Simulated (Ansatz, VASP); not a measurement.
Two plane-wave programs on Ge

```
Ge
1.0
     2.68147    0.00000    0.00000
     0.00000    2.68147    0.00000
     0.00000    0.00000    2.68147
Ge
1
Cartesian
  0.0000 0.0000 0.0000
```

Alike in both runs: task single point; functional LDA; k mesh 13 × 13 × 13; occupations fermi-dirac, width 0.1 eV; no spin polarisation.

|  | VASP | Ansatz |
| --- | --- | --- |
| version | VASP 6.6.1 | Ansatz 0.2.0 |
| potentials or method | VASP PAW LDA potentials, release 64 (Ge_d), cutoff 520 eV | plane waves (420 eV) with PAW, scalar-relativistic |
| valence electrons in the cell | 14 | 14 |

```tsv
	VASP	Ansatz	Ansatz less VASP
pressure (GPa)	-3.0	-3.0	-0.02
```

Ansatz warns that its potentials were made for another functional, while VASP's fit it. LDA's correlation is that of Perdew and Zunger in VASP and of Perdew and Wang (1992) in Ansatz.
